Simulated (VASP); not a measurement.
Here is a VASP 6.6.1 calculation.

INCAR

```
ALGO = Normal
EDIFF = 1E-6
ENCUT = 520
GGA = PE
ISIF = 2
ISMEAR = 0
LASPH = True
LCHARG = True
LELF = True
LREAL = False
LVHAR = True
LWAVE = False
NBANDS = 16
NELM = 80
PREC = Accurate
SIGMA = 0.02
```

Contents of KPOINTS:

```
k-points
0
Gamma
  12 12 4
```

POSCAR

```
BN
1.0
    2.4456671122      0.0103411933      0.0024848984
   -1.2138778200      2.1231861701      0.0024746160
    0.0066231000      0.0114399000      6.6348075000
B N
2 2
Direct
   -0.0049111789      0.0049111789      0.5000000000
    0.3531548447      0.6468451553      0.0000000000
    0.0033550756     -0.0033550756      0.0000000000
    0.6484012586      0.3515987414      0.5000000000
```

Potentials or basis: VASP PAW PBE potentials, release 64 (B, N).

Run with:

```console
$ cat potpaw_PBE.64/B/POTCAR potpaw_PBE.64/N/POTCAR > POTCAR
$ mpirun -np 1 vasp_std > vasp.out
```

(1) Predict the pressure.

(2) Predict the band gap on the k mesh.

## Answers

(1) 21.5 GPa.

(2) 4.31 eV, indirect (least direct gap 4.68 eV).

Caveat: the cell differs from its parent crystal (strained and its atoms moved); this functional lacks dispersion, which binds the layers, so the pressure and a relaxed spacing across them are unreliable; forces of over 1 eV/Å act on the atoms, so gaps and moduli don't describe the material at rest.
